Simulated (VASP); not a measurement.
**Ge: single point with r2SCAN**

**Experimental background.**

From “Electronic and optical properties of SixGe1-x-ySny alloys lattice-matched to Ge”, 2021, arxiv:2109.02782, for a bulk crystal of Ge at 300 K: band gap 0.807 eV (direct).

Ge:

```xyz
2
Lattice="0.0000 2.8290 2.8290 2.8290 0.0000 2.8290 2.8290 2.8290 0.0000" Properties=species:S:1:pos:R:3 pbc="T T T"
Ge    0.0000    0.0000    0.0000
Ge    1.4145    1.4145    1.4145
```

```yaml
Program: VASP 6.6.1
Task: single point
Functional: r2SCAN
Potentials_or_basis: VASP PAW PBE potentials, release 64 (Ge_d)
Cutoff: 550 eV
k_mesh: 12 × 12 × 12
Occupations: gaussian, width 0.01 eV
Spin: no spin polarisation
```

| Item | Value |
| --- | --- |
| Pressure | 0.8 GPa |
| Band gap on the k mesh | 0.40 eV |

Levels at points of the mesh, in eV from the valence-band top:
```tsv
k point	band 10	band 11	band 12	band 13	band 14	band 15	band 16	band 17	band 18	band 19
(0.00, 0.00, 0.00)	-25.22	-13.30	0.00	0.00	0.00	0.40	2.71	2.71	2.71	7.06
(0.50, 0.00, 0.00)	-25.19	-11.11	-7.87	-1.48	-1.48	0.44	4.00	4.00	7.66	11.21
(0.50, 0.50, 0.00)	-25.18	-9.22	-9.22	-3.23	-3.23	0.97	0.97	10.11	10.11	12.35
```

Run time: 3.1 min on 1 thread of AMD EPYC 7R43 64-Core Processor (Zen 3) (shared host), peak memory 0.18 GiB.

A measured gap of Ge is 0.807 eV (direct; 300 K; “Electronic and optical properties of SixGe1-x-ySny alloys lattice-matched to Ge”, 2021, arxiv:2109.02782); the calculated 0.40 eV misses it by -0.40 eV. 3 values of this kind are on record (0.666 to 0.807 eV); this one was drawn at random among those near their median. Spin-orbit coupling on Ge is left out. The value is that of r2SCAN on a finite k mesh, which can miss the band edges, without temperature or zero-point motion.

Caveat: the PAW data sets were made with another functional, which shifts forces and pressure a little.
